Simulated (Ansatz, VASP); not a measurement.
# Mg2C in VASP and in Ansatz

```
C Mg
1.0
    -0.03009    2.71094    2.71094
     2.71094   -0.03009    2.71094
     2.68085    2.68085    0.00000
C Mg
1 2
Direct
  0.00000 0.00000 0.00000
  0.24963 0.24963 0.25037
  0.75037 0.75037 0.74963
```

Change from the starting cell: shear_xy strain -2.2%.

Alike in both runs: task single point; functional HSE06; k mesh 6 × 6 × 6; no spin polarisation.

|  | VASP | Ansatz |
| --- | --- | --- |
| version | VASP 6.6.1 | Ansatz 0.2.0 |
| potentials or method | VASP PAW PBE potentials, release 64 (C, Mg) | plane waves, PAW |
| plane-wave cutoff (eV) | 520 | 420 |
| occupations | gaussian, width 0.01 eV | fixed |
| valence electrons in the cell | 8 | 24 |

|  | VASP | Ansatz | Ansatz less VASP |
| --- | --- | --- | --- |
| gap on the k mesh at the Fermi level (eV) | 1.34 | 1.35 | +0.006 |
| pressure (GPa) | -0.6 | -0.4 | +0.16 |
| traceless stress, the component that is largest in VASP (GPa) | 1.36 | 1.34 | -0.025 |

VASP's potentials hold 8 valence electrons a cell and Ansatz's 24, so a difference there can come from the potentials and not from the codes. Ansatz's warnings: stress exchange threshold loose, stress scf threshold loose.
